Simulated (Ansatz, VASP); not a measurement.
# Al2Cu in VASP and in Ansatz

```
Al Cu
1.0
    -2.14501    2.14501    2.88235
     2.14501   -2.14501    2.88235
     2.14501    2.14501   -2.88235
Al Cu
2 1
Direct
  0.75000 0.25000 0.50000
  0.25000 0.75000 0.50000
  0.50000 0.50000 0.00000
```

Alike in both runs: task single point; functional LDA; k mesh 14 × 14 × 14; occupations gaussian, width 0.15 eV; no spin polarisation.

|  | VASP | Ansatz |
| --- | --- | --- |
| version | VASP 6.6.1 | Ansatz 0.2.0 |
| potentials or method | VASP PAW LDA potentials, release 64 (Al, Cu), cutoff 520 eV | scalar-relativistic, plane waves, PAW |
| valence electrons in the cell | 17 | 25 |

|  | VASP | Ansatz | Ansatz less VASP |
| --- | --- | --- | --- |
| gap on the k mesh at the Fermi level (eV) | none | none | - |
| pressure (GPa) | -11.5 | -11.7 | -0.18 |
| traceless stress, the component that is largest in VASP (GPa) | 2.40 | 2.44 | +0.045 |

Ansatz warns that its potentials were made for another functional, while VASP's fit it. LDA's correlation is that of Perdew and Zunger in VASP and of Perdew and Wang (1992) in Ansatz. A gap of «none» marks a metal or a gap that the smearing closes. VASP's potentials hold 17 valence electrons a cell and Ansatz's 25, so a difference there can come from the potentials and not from the codes.
